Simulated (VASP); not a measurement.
Here is a VASP 6.6.1 calculation.

File INCAR:

```
PREC = Accurate
ENCUT = 520
EDIFF = 1E-6
ISMEAR = 0
SIGMA = 0.1
LREAL = F
LASPH = T
NELM = 150
ALGO = Normal
ISIF = 2
LWAVE = F
LCHARG = F
ISPIN = 2
MAGMOM = 0.18 1.4
LORBIT = 11
GGA = PE
NBANDS = 18
```

File KPOINTS:

```
Automatic mesh
0
Gamma
  6 6 6
```

Contents of POSCAR:

```
BaC
1.0
    0.0000000000      3.2248980423      3.2248980423
    3.2248980423      0.0000000000      3.2248980423
    3.2248980423      3.2248980423      0.0000000000
Ba C
1 1
Direct
    0.0000000000      0.0000000000      0.0000000000
    0.7500000000      0.7500000000      0.7500000000
```

Potentials or basis: VASP PAW PBE potentials, release 64 (Ba_sv, C).

Command:

```console
$ cat potpaw_PBE.64/Ba_sv/POTCAR potpaw_PBE.64/C/POTCAR > POTCAR
$ mpirun -np 1 vasp_std > vasp.out
```

What does it give for the net moment?

2.00 μB per cell.

Predict the band gap on the k mesh.

zero (filled and empty bands overlap).

Caveat: spin-orbit coupling is left out, which moves the levels of the heavy elements.
